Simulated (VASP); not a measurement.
Wanted: the native input for a VASP 6.6.1 run.

```yaml
Task: single point
Functional: PBE
Dispersion: D3(BJ)
Potentials_or_basis: VASP PAW PBE potentials, release 64 (Ba_sv, Ti_sv, O)
Cutoff: 520 eV
k_mesh: 2 × 2 × 1
Occupations: fermi-dirac, width 0.05 eV
Spin: no spin polarisation
Dipole_correction: no
Further_INCAR_settings: LREAL = Auto; ALGO = Normal; EDIFF = 1e-06; NBANDS = 73
```

The structure of BaTiO3 lies in POSCAR:

```
BaTiO3
1.0
    5.6546840000      0.0000000000      0.0000000000
   -2.8273420000      4.8971000000      0.0000000000
    0.0000000000      0.0000000000     16.7216630000
Ba Ti O
3 3 9
Direct
    0.0000000000      0.0000000000      0.0598026644
    0.6968417702      0.3184333585      0.1687990004
    0.3761594055      0.7046415225      0.3303499179
    0.3333299300      0.6666598599      0.1246765947
    0.0103412216      0.0346531621      0.2529293887
    0.7233662392      0.4135712973      0.3987103436
    0.4971003247      0.9942006494      0.0657111676
    0.0058001900      0.5029098854      0.0657111676
    0.4971096955      0.5029098854      0.0657111676
    0.1797200262      0.3853300933      0.2045370727
    0.6890231486      0.8091727757      0.2077424955
    0.2260524099      0.8940393294      0.2126941561
    0.9358221994      0.7510159074      0.3733480336
    0.3991195579      0.3027914480      0.3634566729
    0.8392978969      0.1815360111      0.3467956506
```

One way to write it, as run:

INCAR

```
ALGO = Normal
EDIFF = 1E-6
ENCUT = 520
GGA = PE
ISIF = 2
ISMEAR = -1
IVDW = 12
LASPH = T
LCHARG = F
LREAL = Auto
LWAVE = F
NBANDS = 73
NELM = 80
PREC = Accurate
SIGMA = 0.05
```

KPOINTS

```
k-points
0
Gamma
  2 2 1
```

Potentials or basis: VASP PAW PBE potentials, release 64 (Ba_sv, Ti_sv, O).

Launch:

```console
$ cat potpaw_PBE.64/Ba_sv/POTCAR potpaw_PBE.64/Ti_sv/POTCAR potpaw_PBE.64/O/POTCAR > POTCAR
$ mpirun -np 1 vasp_std > vasp.out
```

Results of the run:

The largest force is 5.501 eV/Å. The band gap on the k mesh is 0.09 eV, direct and the dispersion energy per atom is -0.172 eV.

Caveat: the k points lie up to 0.64 Å⁻¹ apart; spin-orbit coupling is left out, which moves the levels of the heavy elements.

It took 8.5 min on 1 thread of Intel(R) Xeon(R) Platinum 8259CL CPU @ 2.50GHz (Skylake/Cascade Lake), with other jobs on the host, peak memory 0.52 GiB.
